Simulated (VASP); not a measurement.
A run of VASP 6.6.1 is set up as follows.

Contents of INCAR:

```
SYSTEM = Ir
PREC = Accurate ; ENCUT = 520
EDIFF = 1E-7 ; ISMEAR = 0
SIGMA = 0.1 ; LREAL = .False.
LASPH = .True. ; NELM = 80
ALGO = Normal ; ISIF = 2
LWAVE = .False. ; LCHARG = .False.
GGA = PS ; NBANDS = 10
```

File KPOINTS:

```
regular mesh
0
Gamma
  8 8 8
  0 0 0
```

Contents of POSCAR:

```
Ir
1.0
    0.0000000000      2.0075525986      2.0075525986
    2.0075525986      0.0000000000      2.0075525986
    2.0075525986      2.0075525986      0.0000000000
Ir
1
Direct
    0.0000000000      0.0000000000      0.0000000000
```

Potentials or basis: VASP PAW PBE potentials, release 64 (Ir).

The run is started by

```console
$ cat potpaw_PBE.64/Ir/POTCAR > POTCAR
$ mpirun -np 1 vasp_std > vasp.out
```

Task: Estimate the pressure.

Result: -36.8 GPa.

Caveat: the PAW data sets were made with another functional, which shifts forces and pressure a little.
